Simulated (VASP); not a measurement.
# Al (P1) in VASP: notebook, part 2 of 2

VASP 6.6.1. The steps go on from the part before.

## 3. Single point, PBE+D3(BJ)

File INCAR:

```
PREC = Accurate
ENCUT = 520
EDIFF = 1E-6
ISMEAR = 0
SIGMA = 0.15
LREAL = False
LASPH = True
NELM = 80
ALGO = Fast
ISIF = 2
LWAVE = False
LCHARG = False
GGA = PE
IVDW = 12
NBANDS = 22
```

File KPOINTS:

```
regular mesh
0
Gamma
  16 16 2
```

File POSCAR:

```
Al
1.0
   -2.8144222649      0.0000000000      0.0000000000
   -1.4072111325     -2.4373611784      0.0000000000
   -0.2345351887     -0.4062268631     18.4820941423
Al
8
Direct
    1.0000000000      0.9895833333      0.0625000000
    1.0000000000      0.9062500000      0.5625000000
    0.3333333333      0.2187500000      0.6875000000
    0.3333333333      0.3020833333      0.1875000000
    0.0000000000     -0.1354166667      0.8125000000
    0.0000000000     -0.0520833333      0.3125000000
    0.6666666667      0.5104166667      0.9375000000
    0.6666666667      0.5937500000      0.4375000000
```

Potentials or basis: VASP PAW PBE potentials, release 64 (Al).

The run is started by

```sh
cat potpaw_PBE.64/Al/POTCAR > POTCAR
mpirun -np 1 vasp_std > vasp.out
```

OUTCAR:

```text
PREC = Accurate
   ENCUT = 520
   EDIFF = 1E-6
   ISMEAR = 0
   LREAL = False
   LASPH = True
   NELM = 80
   ISIF = 2
   GGA = PE
   IVDW = 12
 IVDW          = 12

 ion  position               nearest neighbor table
   1  0.000  0.990  0.062-   7 2.62   4 2.82   4 2.82   4 2.82   7 2.86   7 3.09
   2  0.000  0.906  0.562-   3 2.82   8 2.82   8 2.82   3 2.82   8 2.82   3 2.82
   3  0.333  0.219  0.688-   2 2.82   5 2.82   2 2.82   5 2.82   5 2.82   2 2.82
   4  0.333  0.302  0.188-   6 2.82   1 2.82   1 2.82   6 2.82   1 2.82   6 2.82
   5  0.000  0.865  0.812-   7 2.82   3 2.82   3 2.82   7 2.82   3 2.82   7 2.82
   6  0.000  0.948  0.312-   4 2.82   8 2.82   8 2.82   8 2.82   4 2.82   4 2.82
   7  0.667  0.510  0.938-   1 2.62   5 2.82   5 2.82   5 2.82   1 2.86   1 3.09
   8  0.667  0.594  0.438-   2 2.82   6 2.82   2 2.82   6 2.82   6 2.82   2 2.82

  LATTYP: Found a base centered monoclinic cell.
 ALAT       =     2.8144222649
 B/A-ratio  =     1.7320508075
 C/A-ratio  =     6.5690375790
 COS(beta)  =    -0.0253715502

  Lattice vectors:

 A1 = (   2.8144222649,   0.0000000000,   0.0000000000)
 A2 = (  -1.4072111324,   2.4373611784,   0.0000000000)
 A3 = (  -0.2345351887,  -0.4062268631,  18.4820941423)

Analysis of symmetry for initial positions (statically):
=====================================================================
 Subroutine PRICEL returns:
 Original cell was already a primitive cell.

 Routine SETGRP: Setting up the symmetry group for a
 base centered monoclinic supercell.

 Subroutine GETGRP returns: Found  1 space group operations
 (whereof  1 operations were pure point group operations)
 out of a pool of  4 trial point group operations.

The static configuration has the point symmetry C_1 .

Analysis of symmetry for dynamics (positions and initial velocities):
=====================================================================
 Subroutine PRICEL returns:
 Original cell was already a primitive cell.

 Routine SETGRP: Setting up the symmetry group for a
 base centered monoclinic supercell.

 Subroutine GETGRP returns: Found  1 space group operations
 (whereof  1 operations were pure point group operations)
 out of a pool of  4 trial point group operations.

The dynamic configuration has the point symmetry C_1 .

 Subroutine INISYM returns: Found  1 space group operations
 (whereof  1 operations are pure point group operations),
 and found     1 'primitive' translations

----------------------------------------------------------------------------------------

                                     Primitive cell

  volume of cell :     126.7828

  direct lattice vectors                    reciprocal lattice vectors
    -2.814422265  0.000000000  0.000000000    -0.355312709  0.205139888  0.000000000
    -1.407211133 -2.437361178  0.000000000     0.000000000 -0.410279777 -0.009017737
    -0.234535189 -0.406226863 18.482094142     0.000000000  0.000000000  0.054106423

  length of vectors
     2.814422265  2.814422265 18.488045622     0.410279777  0.410378867  0.054106423

  position of ions in fractional coordinates (direct lattice)
     1.000000000  0.989583333  0.062500000
     1.000000000  0.906250000  0.562500000
     0.333333333  0.218750000  0.687500000
[... 67 lines left out ...]
  0.375000 -0.062500 -0.000000      2.000000
  0.500000  0.062500 -0.000000      2.000000
 [... further k-points ...]
   k-points           NKPTS =    260   k-points in BZ     NKDIM =    260   number of bands    NBANDS=     22
   number of dos      NEDOS =    301   number of ions     NIONS =      8
   total plane-waves  NPLWV =  80640
   dimension x,y,z NGX =    24 NGY =   24 NGZ =  140
   dimension x,y,z NGXF=    48 NGYF=   48 NGZF=  280
   ions per type =               8
   NGX,Y,Z   is equivalent  to a cutoff of  14.18, 14.18, 12.59 a.u.
   NGXF,Y,Z  is equivalent  to a cutoff of  28.35, 28.35, 25.18 a.u.
 SYSTEM =  unknown system
   PREC   = accura    normal or accurate (medium, high low for compatibility)
   ISTART =      0    job   : 0-new  1-cont  2-samecut
   ICHARG =      2    charge: 1-file 2-atom 10-const
   ISPIN  =      1    spin polarized calculation?
   LNONCOLLINEAR =      F non collinear calculations
   LSORBIT =      F    spin-orbit coupling
   LASPH  =      T    aspherical Exc in radial PAW
   ENCUT  =  520.0 eV  38.22 Ry    6.18 a.u.   5.23  5.23 34.38*2*pi/ulx,y,z
   NELM   =     80;   NELMIN=  2; NELMDL= -5     # of ELM steps
   EDIFF  = 0.1E-05   stopping-criterion for ELM
   LREAL  =      F    real-space projection
   EDIFFG = 0.1E-04   stopping-criterion for IOM
   NSW    =      0    number of steps for IOM
   IBRION =     -1    ionic relax: 0-MD 1-quasi-New 2-CG
   NFREE  =      0    steps in history (QN), initial steepest desc. (CG)
   ISIF   =      2    stress and relaxation
   ISYM   =      2    0-nonsym 1-usesym 2-fastsym
   POTIM  = 0.5000    time-step for ionic-motion
   TEBEG  =    0.0;   TEEND  =   0.0 temperature during run
   PSTRESS=    0.0 pullay stress
   NELECT =      24.0000    total number of electrons
   NUPDOWN=      -1.0000    fix difference up-down
   EMIN   =  10.00;   EMAX   =-10.00  energy-range for DOS
   EFERMI =   0.00;   METHOD = LEGACY
   ISMEAR =     0;   SIGMA  =   0.15  broadening in eV -4-tet -1-fermi 0-gaus
   EFERMI_NEDOS =   21; number of points for ismear=-14 and -15
   IALGO  =     68    algorithm
   IMIX   =      4    mixing-type and parameters
     AMIX     =   0.40;   BMIX     =  1.00
     AMIX_MAG =   1.60;   BMIX_MAG =  1.00
  volume/ion in A,a.u.               =      15.85       106.95
  Fermi-wavevector in a.u.,A,eV,Ry     =   0.939994  1.776331 12.021957  0.883589
  Thomas-Fermi vector in A             =   2.067362
   LORBIT       =      0    0 simple, 1 ext, 2 COOP (PROOUT), +10 PAW based schemes
   GGA     = PE    functional components
   LHFCALC =     F    Hartree Fock is set to
   AEXX    =    0.0000 exact exchange contribution
   IVDW    =    12    specifies the selected vdW correction
   LEPSILON=     F    determine dielectric tensor
   LRPA    =     F    only Hartree local field effects (RPA)
 non-spin polarized calculation
 RMM-DIIS sequential band-by-band and
 Gauss-broadening in eV      SIGMA  =   0.15
  energy-cutoff  :      520.00
  volume of cell :      126.78
 maximum number of plane-waves:      3444
 NGX is ok and might be reduce to    24
   NGX = 11   NGY = 11   NGZ = 69

 number of electron      24.0000000 magnetization

 Free energy of the ion-electron system (eV)
  ---------------------------------------------------
  ext. energy  EPLUGINS =         0.00000000
  ---------------------------------------------------
  free energy    TOTEN  =       -29.76814973 eV

  energy without entropy =      -29.73543873  energy(sigma->0) =      -29.75179423

 E-fermi :   8.4249     XC(G=0): -10.3436

 val. band max:        8.4246832229   @ k =   0.1250  -0.1250  -0.0000
 cond. band min:       8.4294958162   @ k =   0.4375   0.0000  -0.0000
 fundamental gap:      0.0048125933
 Fermi energy:         8.4248952283

 k-point     1 :       0.0000    0.0000    0.0000
  band No.  band energies     occupation
      1      -2.9906      2.00000
      2      -2.5607      2.00000
      3      -2.5551      2.00000
      4      -1.2699      2.00000
      5      -1.2663      2.00000
      6       0.8550      2.00000
[... 589 lines left out ...]
     21      12.9443      0.00000
     22      13.1267      0.00000

 [... further k-points ...]

------------------------ aborting loop because EDIFF is reached ----------------------------------------

 Edisp (eV)   -2.80572

 E8    (eV) :    -1.2553

  FORCE on cell =-STRESS in cart. coord.  units (eV):
  Direction    XX          YY          ZZ          XY          YZ          ZX
  --------------------------------------------------------------------------------------
  -------------------------------------------------------------------------------------
  Total      -0.12456    -0.06942     0.89104    -0.14873     0.54174    -0.01943
  in kB      -1.57413    -0.87724    11.26021    -1.87958     6.84613    -0.24553
  external pressure =        2.94 kB  Pullay stress =        0.00 kB

 VOLUME and BASIS-vectors are now :
 -----------------------------------------------------------------------------
  energy-cutoff  :      520.00
  volume of cell :      126.78
      direct lattice vectors                 reciprocal lattice vectors
    -2.814422265  0.000000000  0.000000000    -0.355312709  0.205139888  0.000000000
    -1.407211133 -2.437361178  0.000000000     0.000000000 -0.410279777 -0.009017737
    -0.234535189 -0.406226863 18.482094142     0.000000000  0.000000000  0.054106423

 POSITION                                       TOTAL-FORCE (eV/Angst)
 -----------------------------------------------------------------------------------
     -1.40721     -2.43736      1.15513        -0.018092      0.241557      0.216963
     -1.40721     -2.43736     10.39618         0.001931      0.003539     -0.005013
     -1.40721     -0.81245     12.70644        -0.003980      0.000793     -0.003526
     -1.40721     -0.81245      3.46539         0.017665      0.015215      0.003999
     -1.40721     -2.43736     15.01670         0.019980      0.026383      0.017458
     -1.40721     -2.43736      5.77565        -0.002622      0.003861      0.002030
     -2.81442     -1.62491     17.32696        -0.013442     -0.288050     -0.233886
     -2.81442     -1.62491      8.08592        -0.001440     -0.003298      0.001974
 -----------------------------------------------------------------------------------
    total drift:                                0.000007      0.000003     -0.000021

  FREE ENERGIE OF THE ION-ELECTRON SYSTEM (eV)
  ---------------------------------------------------
  free  energy   TOTEN  =       -32.5738732795 eV

  energy  without entropy=      -32.5411622818  energy(sigma->0) =      -32.55751778
```

Wall time 4.6 min (1 thread of Intel Xeon 6975P-C (Granite Rapids), shared host); peak memory 0.62 GiB.

What came out:

| Quantity | Value |
| --- | --- |
| Free energy | -32.5739 eV |
| Pressure | 0.3 GPa |
| Largest force | 0.371 eV/Å |
| Band gap on the k mesh | zero (bands 12 and 13 overlap by 5.40 eV) |
| Dispersion energy per atom | -0.351 eV |

Forces in eV/Å, atoms in the order of the input:
```
Al  -0.018  0.242  0.217
Al   0.002  0.004 -0.005
Al  -0.004  0.001 -0.004
Al   0.018  0.015  0.004
Al   0.020  0.026  0.017
Al  -0.003  0.004  0.002
Al  -0.013 -0.288 -0.234
Al  -0.001 -0.003  0.002
```
